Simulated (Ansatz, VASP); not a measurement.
**SnTe: VASP beside Ansatz**

```
CELL_PARAMETERS angstrom
0.00000 2.89834 2.89834
2.89834 0.00000 2.89834
2.89834 2.89834 0.00000
ATOMIC_POSITIONS crystal
Sn 0.00000 0.00000 0.00000
Te 0.25000 0.25000 0.25000
```

Change from the starting cell: volume scaled by 0.55, crystal datasets.

Alike in both runs: task single point; functional PBEsol; k mesh 12 × 12 × 12; occupations fermi-dirac, width 0.1 eV; no spin polarisation.

|  | VASP | Ansatz |
| --- | --- | --- |
| version | VASP 6.6.1 | Ansatz 0.2.0 |
| potentials or method | VASP PAW PBE potentials, release 64 (Sn_d, Te), cutoff 520 eV | all-electron PAW with datasets made for the crystal, scalar-relativistic |

```csv
,VASP,Ansatz,Ansatz less VASP
pressure (GPa),52.0,52.0,-0.08
```

VASP's potentials were made for PBE, not for PBEsol. Both programs put the cell under a high pressure, so it lies far from rest at this level. Ansatz ran all-electron here, and VASP with PAW potentials.

Spin-orbit coupling is off throughout.
